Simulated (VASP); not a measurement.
# GaSb (F-43m) in VASP: a series of runs

GaSb is run at these levels: PBEsol; tasks: vibrations by perturbation theory, elastic constants.

Program: VASP 6.6.1. These are calculated values, not measurements. Logs are shortened: lines on timing, memory, paths and dates and some standing lists are left out, and cuts for length are marked.

### 1 The cell of the first run

Symmetry: F-43m, No. 216, cubic system. Conventional cell: a = 6.110 Å, b = 6.110 Å, c = 6.110 Å, α = 90.00°, β = 90.00°, γ = 90.00°. Ga (site symmetry -43m) has 4 Sb at 2.65 Å within 3.5 Å. Sb (site symmetry -43m) has 4 Ga at 2.65 Å within 3.5 Å.

### 2 Vibrations by perturbation theory, PBEsol

INCAR reads:

```
PREC = Accurate
ENCUT = 520
EDIFF = 1E-8
ISMEAR = -1
SIGMA = 0.15
LREAL = F
LASPH = T
NELM = 80
ALGO = Normal
ISIF = 2
LWAVE = F
LCHARG = T
GGA = PS
IBRION = 8
NSW = 1
```

KPOINTS reads:

```
Automatic mesh
0
Gamma
  8 8 8
```

POSCAR reads:

```
GaSb
1.0
    0.0000000000      3.0552000000      3.0552000000
    3.0552000000      0.0000000000      3.0552000000
    3.0552000000      3.0552000000      0.0000000000
Ga Sb
1 1
Direct
    0.0000000000      0.0000000000      0.0000000000
    0.2500000000      0.2500000000      0.2500000000
```

Potentials or basis: VASP PAW PBE potentials, release 64 (Ga_d, Sb).

The run is started by

```sh
cat potpaw_PBE.64/Ga_d/POTCAR potpaw_PBE.64/Sb/POTCAR > POTCAR
mpirun -np 1 vasp_std > vasp.out
```

OUTCAR:

```text
PREC = Accurate
   ENCUT = 520
   EDIFF = 1E-8
   ISMEAR = -1
   LREAL = F
   LASPH = T
   NELM = 80
   ISIF = 2
   GGA = PS
   IBRION = 8
   NSW = 1

 ion  position               nearest neighbor table
   1  0.000  0.000  0.000-   2 2.65   2 2.65   2 2.65   2 2.65
   2  0.250  0.250  0.250-   1 2.65   1 2.65   1 2.65   1 2.65

  LATTYP: Found a face centered cubic cell.
 ALAT       =     6.1104000000

  Lattice vectors:

 A1 = (   0.0000000000,   3.0552000000,   3.0552000000)
 A2 = (   3.0552000000,   0.0000000000,   3.0552000000)
 A3 = (   3.0552000000,   3.0552000000,   0.0000000000)

Analysis of symmetry for initial positions (statically):
=====================================================================
 Subroutine PRICEL returns:
 Original cell was already a primitive cell.

 Routine SETGRP: Setting up the symmetry group for a
 face centered cubic supercell.

 Subroutine GETGRP returns: Found 24 space group operations
 (whereof 24 operations were pure point group operations)
 out of a pool of 48 trial point group operations.

The static configuration has the point symmetry T_d .

Analysis of symmetry for dynamics (positions and initial velocities):
=====================================================================
 Subroutine PRICEL returns:
 Original cell was already a primitive cell.

 Routine SETGRP: Setting up the symmetry group for a
 face centered cubic supercell.

 Subroutine GETGRP returns: Found 24 space group operations
 (whereof 24 operations were pure point group operations)
 out of a pool of 48 trial point group operations.

The dynamic configuration has the point symmetry T_d .

 Subroutine INISYM returns: Found 24 space group operations
 (whereof 24 operations are pure point group operations),
 and found     1 'primitive' translations

----------------------------------------------------------------------------------------

                                     Primitive cell

  volume of cell :      57.0360

  direct lattice vectors                    reciprocal lattice vectors
     0.000000000  3.055200000  3.055200000    -0.163655407  0.163655407  0.163655407
     3.055200000  0.000000000  3.055200000     0.163655407 -0.163655407  0.163655407
     3.055200000  3.055200000  0.000000000     0.163655407  0.163655407 -0.163655407

  length of vectors
     4.320705276  4.320705276  4.320705276     0.283459480  0.283459480  0.283459480

  position of ions in fractional coordinates (direct lattice)
     0.000000000  0.000000000  0.000000000
     0.250000000  0.250000000  0.250000000

  ion indices of the primitive-cell ions
   primitive index   ion index
                 1           1
                 2           2

----------------------------------------------------------------------------------------

 KPOINTS: Automatic mesh

Automatic generation of k-mesh.
 Grid dimensions read from file:
 generate k-points for:    8    8    8

 Generating k-lattice:

  Cartesian coordinates                     Fractional coordinates (reciprocal lattice)
    -0.020456926  0.020456926  0.020456926     0.125000000  0.000000000  0.000000000
     0.020456926 -0.020456926  0.020456926     0.000000000  0.125000000  0.000000000
     0.020456926  0.020456926 -0.020456926     0.000000000  0.000000000  0.125000000

  Length of vectors
     0.035432435  0.035432435  0.035432435

  Shift w.r.t. Gamma in fractional coordinates (k-lattice)
     0.000000000  0.000000000  0.000000000

 Subroutine IBZKPT returns following result:
 ===========================================

 Found     29 irreducible k-points:

[... 80 lines left out ...]
   NGX = 17   NGY = 17   NGZ = 17

--------------------------------------- Ionic step        1  -------------------------------------------

 number of electron      17.9999985 magnetization

 Free energy of the ion-electron system (eV)
  ---------------------------------------------------
  ext. energy  EPLUGINS =         0.00000000
  ---------------------------------------------------
  free energy    TOTEN  =        -8.15124549 eV

  energy without entropy =       -8.14155753  energy(sigma->0) =       -8.14640151

 E-fermi :   4.9119     XC(G=0):  -9.2831

 val. band max:        4.7860695163   @ k =   0.0000   0.0000   0.0000
 cond. band min:       5.1234346316   @ k =   0.5000   0.0000   0.0000
 fundamental gap:      0.3373651153
 Fermi energy:         4.9119055444

 k-point     1 :       0.0000    0.0000    0.0000
  band No.  band energies     occupation
      1     -10.2340      2.00000
      2     -10.2340      2.00000
      3     -10.2340      2.00000
      4     -10.1830      2.00000
      5     -10.1830      2.00000
      6      -6.7614      2.00000
      7       4.7683      1.44526
      8       4.7683      1.44525
      9       4.7683      1.44525
     10       4.7861      1.39647
     11       7.5255      0.00000
     12       7.5255      0.00000
     13       7.5255      0.00000
[... 354 lines left out ...]
  band No.  band energies     occupation
      1     -10.2680      2.00000
      2     -10.2199      2.00000
      3     -10.2167      2.00000
      4     -10.1862      2.00000
      5     -10.1828      2.00000
      6      -4.7647      2.00000
      7      -1.6145      2.00000
      8       1.6293      2.00000
      9       2.8503      2.00000
     10       7.0422      0.00000
     11       8.1339      0.00000
     12      10.1373      0.00000
     13      11.1575      0.00000

 [... further k-points ...]

------------------------ aborting loop because EDIFF is reached ----------------------------------------

  FORCE on cell =-STRESS in cart. coord.  units (eV):
  Direction    XX          YY          ZZ          XY          YZ          ZX
  --------------------------------------------------------------------------------------
  -------------------------------------------------------------------------------------
  Total        0.0634314      0.0634314      0.0634314      0.0000000      0.0000000     -0.0000000
  in kB        1.7818296      1.7818296      1.7818296      0.0000000      0.0000000     -0.0000000
  external PRESSURE =       1.7818296 kB  Pullay stress =       0.0000000 kB

 VOLUME and BASIS-vectors are now :
 -----------------------------------------------------------------------------
  energy-cutoff  :      520.00
  volume of cell :       57.04
      direct lattice vectors                 reciprocal lattice vectors
     0.000000000  3.055200000  3.055200000    -0.163655407  0.163655407  0.163655407
     3.055200000  0.000000000  3.055200000     0.163655407 -0.163655407  0.163655407
     3.055200000  3.055200000  0.000000000     0.163655407  0.163655407 -0.163655407

 POSITION                                       TOTAL-FORCE (eV/Angst)
 -----------------------------------------------------------------------------------
      0.00000      0.00000      0.00000         0.000000      0.000000      0.000000
      1.52760      1.52760      1.52760        -0.000000     -0.000000     -0.000000
 -----------------------------------------------------------------------------------
    total drift:                                0.000000      0.000000      0.000000

  FREE ENERGIE OF THE ION-ELECTRON SYSTEM (eV)
  ---------------------------------------------------
  free  energy   TOTEN  =        -8.1512454886 eV

  energy  without entropy=       -8.1415575315  energy(sigma->0) =       -8.14640151

[... ionic steps 2 to 3 ...]

--------------------------------------- Ionic step        4  -------------------------------------------

------------------------ aborting loop because EDIFF is reached ----------------------------------------

[... ionic steps 5 to 6 ...]

--------------------------------------- Ionic step        7  -------------------------------------------

 Free energy of the ion-electron system (eV)
  ---------------------------------------------------
  ---------------------------------------------------
  free energy    TOTEN  =        -0.02567438 eV

  energy without entropy =       -0.02567438

------------------------ aborting loop because EDIFF is reached ----------------------------------------

 INTERNAL STRAIN TENSOR  FOR ION    2  DIRECTION 1   (eV/Angst):
 -----------------------------------------------------------------------------
     0.00654  0.00000  0.00000
     0.00000 -0.00027 -7.00366
     0.00000 -7.00366 -0.00027

 INTERNAL STRAIN TENSOR FOR ION    2 for displacements in x,y,z  (eV/Angst):
          X           Y           Z          XY          YZ          ZX
  --------------------------------------------------------------------------------
  x     0.00000    -0.00000    -0.00000     0.00000    -7.00366     0.00000
  y     0.00000     0.00000     0.00000     0.00000     0.00000    -7.00366
  z    -0.00000    -0.00000     0.00000    -7.00366     0.00000     0.00000

 SECOND DERIVATIVES (NOT SYMMETRIZED)
 ------------------------------------
               1X          1Y          1Z          2X          2Y          2Z
  1X    -7.713038    0.000000    0.000000    7.713038    0.000000    0.000000
  1Y     0.000000   -7.713038    0.000000    0.000000    7.713038    0.000000
  1Z     0.000000    0.000000   -7.713038    0.000000    0.000000    7.713038
  2X     7.747907    0.000000    0.000000   -7.747907    0.000000    0.000000
  2Y     0.000000    7.747907    0.000000    0.000000   -7.747907    0.000000
  2Z     0.000000    0.000000    7.747907    0.000000    0.000000   -7.747907

 Eigenvectors and eigenvalues of the dynamical matrix
 ----------------------------------------------------

   1 f  =    6.526076 THz    41.004546 2PiTHz  217.686470 cm-1    26.989670 meV
             X         Y         Z           dx          dy          dz
      0.000000  0.000000  0.000000     0.253075   -0.754452   -0.039626
      1.527600  1.527600  1.527600    -0.191948    0.572222    0.030055
[... 21 lines left out ...]
   6 f/i=    0.007087 THz     0.044527 2PiTHz    0.236387 cm-1     0.029308 meV
             X         Y         Z           dx          dy          dz
      0.000000  0.000000  0.000000     0.009919   -0.298965   -0.525078
      1.527600  1.527600  1.527600     0.013078   -0.394174   -0.692294

--------------------------------------------------------------------------------------------------------

 ELASTIC MODULI CONTR FROM IONIC RELAXATION (kBar)
 Direction    XX          YY          ZZ          XY          YZ          ZX
 --------------------------------------------------------------------------------
 XX          -0.0000     -0.0000     -0.0000     -0.0000     -0.0000      0.0000
 YY          -0.0000     -0.0000     -0.0000     -0.0000     -0.0000     -0.0000
 ZZ          -0.0000     -0.0000     -0.0000      0.0000     -0.0000      0.0000
 XY          -0.0000     -0.0000      0.0000   -180.8980     -0.0000     -0.0000
 YZ          -0.0000     -0.0000     -0.0000     -0.0000   -180.8980     -0.0000
 ZX           0.0000     -0.0000      0.0000     -0.0000     -0.0000   -180.8980
 --------------------------------------------------------------------------------
```

It took 94 s on 1 thread of Intel Xeon 6975P-C (Granite Rapids), shared host; peak memory 0.33 GiB.

What came out:

```yaml
Highest_phonon_frequency_at_Γ_LO-TO_splitting_left_out: 218 cm⁻¹
```

Phonon frequencies in cm⁻¹ (negative: imaginary):
```csv
q point,frequencies
"(0.000, 0.000, 0.000)",0 0 0 218 218 218
```

Caveat: the PAW data sets were made with another functional, which shifts forces and pressure a little; spin-orbit coupling is left out, which moves the levels of the heavy elements.

### 3 Elastic constants, PBEsol

INCAR reads:

```
SYSTEM = GaSb
PREC     = Accurate       ! precision mode
ENCUT    = 600            ! plane-wave cutoff, eV
EDIFF    = 1E-8           ! SCF threshold, eV
ISMEAR   = -1             ! smearing method
SIGMA    = 0.15           ! smearing width, eV
LREAL    = .FALSE.        ! projectors in reciprocal space
LASPH    = .TRUE.         ! aspherical terms in the spheres
NELM     = 80             ! most SCF steps
ALGO     = Normal         ! electronic algorithm
ISIF     = 3              ! what is computed and relaxed
LWAVE    = .FALSE.        ! write WAVECAR
LCHARG   = .FALSE.        ! write CHGCAR
GGA      = PS             ! functional
IBRION   = 6              ! ionic algorithm
NFREE    = 2            
POTIM    = 0.015          ! step
NSW      = 1              ! ionic steps
```

KPOINTS reads:

```
Automatic mesh
0
G
  8 8 8
  0 0 0
```

POSCAR is that of step 2.

Potentials or basis: VASP PAW PBE potentials, release 64 (Ga_d, Sb).

The run is started by

```sh
cat potpaw_PBE.64/Ga_d/POTCAR potpaw_PBE.64/Sb/POTCAR > POTCAR
mpirun -np 1 vasp_std > vasp.out
```

It took 7.5 min on 1 thread of Intel Xeon 6975P-C (Granite Rapids), shared host; peak memory 0.39 GiB.

The run converged. Its results:

```
Elastic constants C11, C12, C44                         : 79, 37, 36 GPa
Voigt bulk modulus                                      : 51 GPa
Highest phonon frequency at Γ, LO-TO splitting left out : 218 cm⁻¹
```

Phonon frequencies in cm⁻¹ (negative: imaginary):
```csv
q point,frequencies
"(0.000, 0.000, 0.000)",0 0 0 218 218 218
```

Elastic tensor in Voigt notation (GPa, in the Cartesian axes of the cell as first typed):
```
79 37 37  0  0  0
37 79 37  0  0  0
37 37 79  0  0  0
 0  0  0 36  0  0
 0  0  0  0 36  0
 0  0  0  0  0 36
```

Clamped-ion elastic tensor (GPa):
```
79 37 37  0  0  0
37 79 37  0  0  0
37 37 79  0  0  0
 0  0  0 56  0  0
 0  0  0  0 56  0
 0  0  0  0  0 56
```

Caveat: the PAW data sets were made with another functional, which shifts forces and pressure a little; spin-orbit coupling is left out, which moves the levels of the heavy elements.
